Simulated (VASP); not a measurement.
# SnO2 in VASP: further runs, part 2 of 2

VASP 6.6.1. The steps go on from the part before.

## Step 4: Single point, r2SCAN (11.36 Å³/atom)

This run uses another cell than the first one, of 11.36 Å³/atom.

POSCAR reads:

```
SnO2
1.0
    4.6421626889      0.0000000000      0.0000000000
    0.0000000000      4.6423872329      0.0000000000
    0.0000000000      0.0000000000      3.1631160820
Sn O
2 4
Direct
    0.5000000000      0.5000000000      0.5000000000
    0.0000000000      0.0000000000      0.0000000000
    0.3050812713      0.3051596990      0.0000000000
    0.8050812713      0.1948403010      0.5000000000
    0.1949187287      0.8051596990      0.5000000000
    0.6949187287      0.6948403010      0.0000000000
```

INCAR.step1 reads:

```
SYSTEM = SnO2
  ALGO = Normal
  EDIFF = 1E-4
  ENCUT = 520
  GGA = PE
  ISMEAR = 0
  LASPH = .TRUE.
  LCHARG = .FALSE.
  LREAL = .FALSE.
  LWAVE = .TRUE.
  NBANDS = 35
  NELM = 100
  PREC = Accurate
  SIGMA = 0.02
```

INCAR.step2 reads:

```
SYSTEM = SnO2
  ALGO = Normal
  EDIFF = 1E-6
  ENCUT = 520
  ISIF = 2
  ISMEAR = 0
  ISTART = 1
  LASPH = .TRUE.
  LCHARG = .FALSE.
  LMIXTAU = .TRUE.
  LREAL = .FALSE.
  LWAVE = .FALSE.
  METAGGA = R2SCAN
  NBANDS = 35
  NELM = 100
  PREC = Accurate
  SIGMA = 0.02
```

KPOINTS reads:

```
k-points
0
G
  6 6 8
  0 0 0
```

Launch:

```console
$ cat potpaw_PBE.64/Sn_d/POTCAR potpaw_PBE.64/O/POTCAR > POTCAR
$ cp INCAR.step1 INCAR
$ mpirun -np 1 vasp_std > vasp.out
$ cp INCAR.step2 INCAR
$ mpirun -np 1 vasp_std > vasp.out
```

Wall time 25 min (1 thread of Intel Xeon 8259CL, shared host); peak memory 0.25 GiB.

It converged, with:

```
Free energy            : -84.4018 eV
Pressure               : 16.1 GPa
Largest force          : 0.018 eV/Å
Band gap on the k mesh : 2.52 eV
```

Forces in eV/Å, atoms in the order of the input:
```
Sn   0.000  0.000  0.000
Sn   0.000  0.000  0.000
O   -0.013 -0.013  0.000
O   -0.013  0.013  0.000
O    0.013 -0.013  0.000
O    0.013  0.013  0.000
```

Stress tensor (GPa, compression positive):
```
15.96  0.00  0.00
 0.00 15.96  0.00
 0.00  0.00 16.47
```

Levels at points of the mesh, in eV from the valence-band top:
```tsv
k point	band 24	band 25	band 26	band 27	band 28	band 29
(0.00, 0.00, 0.00)	-0.82	-0.82	0.00	2.52	7.31	7.32
(0.50, 0.00, 0.00)	-1.17	-0.64	-0.64	5.72	5.72	8.11
(0.00, 0.50, 0.00)	-1.17	-0.64	-0.64	5.72	5.72	8.11
(0.50, 0.50, 0.00)	-1.31	-0.96	-0.96	6.17	6.17	8.66
(0.00, 0.00, 0.50)	-1.84	-1.35	-1.35	7.65	7.65	11.04
(0.50, 0.00, 0.50)	-1.21	-0.59	-0.59	7.96	7.96	9.48
(0.00, 0.50, 0.50)	-1.21	-0.59	-0.59	7.96	7.96	9.48
(0.50, 0.50, 0.50)	-0.99	-0.91	-0.91	6.20	6.20	10.00
```

Caveat: the cell stands under pressure; the PAW data sets were made with another functional, which shifts forces and pressure a little; spin-orbit coupling is left out, which moves the levels of the heavy elements.

## Step 5: Single point, r2SCAN (11.72 Å³/atom)

This run uses another cell than the first one, of 11.72 Å³/atom.

POSCAR reads:

```
SnO2
1.0
    4.7011804950      0.0000000000      0.0000000000
    0.0000000000      4.7013787671      0.0000000000
    0.0000000000      0.0000000000      3.1826476710
Sn O
2 4
Direct
    0.5000000000      0.5000000000      0.5000000000
    0.0000000000      0.0000000000      0.0000000000
    0.3054014549      0.3054754442      0.0000000000
    0.8054014549      0.1945245558      0.5000000000
    0.1945985451      0.8054754442      0.5000000000
    0.6945985451      0.6945245558      0.0000000000
```

INCAR.step1 reads:

```
  ALGO = Normal
  EDIFF = 1E-4
  ENCUT = 520
  GGA = PE
  ISMEAR = 0
  LASPH = True
  LCHARG = False
  LREAL = False
  LWAVE = True
  NBANDS = 35
  NELM = 60
  PREC = Accurate
  SIGMA = 0.02
```

INCAR.step2 reads:

```
  ALGO = Normal
  EDIFF = 1E-6
  ENCUT = 520
  ISIF = 2
  ISMEAR = 0
  ISTART = 1
  LASPH = True
  LCHARG = False
  LMIXTAU = True
  LREAL = False
  LWAVE = False
  METAGGA = R2SCAN
  NBANDS = 35
  NELM = 60
  PREC = Accurate
  SIGMA = 0.02
```

KPOINTS reads:

```
k-points
0
Gamma
  6 6 8
```

Launch:

```console
$ cat potpaw_PBE.64/Sn_d/POTCAR potpaw_PBE.64/O/POTCAR > POTCAR
$ cp INCAR.step1 INCAR
$ mpirun -np 1 vasp_std > vasp.out
$ cp INCAR.step2 INCAR
$ mpirun -np 1 vasp_std > vasp.out
```

Wall time 20 min (1 thread of Intel Xeon 8259CL, shared host); peak memory 0.25 GiB.

The run converged. Its results:

```
Free energy            : -84.5669 eV
Pressure               : 7.9 GPa
Largest force          : 0.023 eV/Å
Band gap on the k mesh : 2.14 eV
```

Forces in eV/Å, atoms in the order of the input:
```
Sn   0.000  0.000  0.000
Sn   0.000  0.000  0.000
O   -0.016 -0.016  0.000
O   -0.016  0.016  0.000
O    0.016 -0.016  0.000
O    0.016  0.016  0.000
```

Stress tensor (GPa, compression positive):
```
7.76 0.00 0.00
0.00 7.76 0.00
0.00 0.00 8.28
```

Levels at points of the mesh, in eV from the valence-band top:
| k point | band 24 | band 25 | band 26 | band 27 | band 28 | band 29 |
| --- | --- | --- | --- | --- | --- | --- |
| (0.00, 0.00, 0.00) | -0.80 | -0.80 | 0.00 | 2.14 | 7.06 | 7.18 |
| (0.50, 0.00, 0.00) | -1.17 | -0.63 | -0.63 | 5.35 | 5.35 | 7.95 |
| (0.00, 0.50, 0.00) | -1.17 | -0.63 | -0.63 | 5.35 | 5.35 | 7.96 |
| (0.50, 0.50, 0.00) | -1.31 | -0.94 | -0.94 | 5.80 | 5.80 | 8.43 |
| (0.00, 0.00, 0.50) | -1.75 | -1.31 | -1.31 | 7.24 | 7.24 | 10.78 |
| (0.50, 0.00, 0.50) | -1.16 | -0.64 | -0.64 | 7.54 | 7.54 | 9.16 |
| (0.00, 0.50, 0.50) | -1.16 | -0.64 | -0.64 | 7.54 | 7.54 | 9.16 |
| (0.50, 0.50, 0.50) | -0.97 | -0.88 | -0.88 | 5.84 | 5.84 | 9.83 |

Caveat: the cell stands under pressure; the PAW data sets were made with another functional, which shifts forces and pressure a little; spin-orbit coupling is left out, which moves the levels of the heavy elements.

## Step 6: Summary

| task | cell | cutoff (eV) | gap on the mesh (eV) | pressure (GPa) | largest force (eV/Å) |
| --- | --- | --- | --- | --- | --- |
| single point | a = 4.878, b = 4.878, c = 3.230 Å, 6 atoms, atomic positions A | 520 | 1.21 | -9.2 | 0.04 |
| relaxation of cell and atoms | relaxed from a = 4.759, b = 4.759, c = 3.200 Å, 6 atoms, atomic positions B | 600 | 1.74 | 0.0 | - |
| single point | a = 4.642, b = 4.642, c = 3.163 Å, 6 atoms, atomic positions C | 520 | 2.52 | 16.1 | 0.02 |
| single point | a = 4.701, b = 4.701, c = 3.183 Å, 6 atoms, atomic positions D | 520 | 2.14 | 7.9 | 0.02 |

Alike in all rows: level r2SCAN; potentials or basis VASP PAW PBE potentials, release 64 (Sn_d, O); no spin polarisation; k mesh 6 × 6 × 8; smearing gaussian 0.02 eV.

Caveats: the PAW data sets were made with another functional, which shifts forces and pressure a little; spin-orbit coupling is left out, which moves the levels of the heavy elements; the cell stands under pressure (at least some runs); the cell stands under tension (at least some runs).

Total energies depend on the potentials used, so only differences within one code and one set of settings carry meaning.
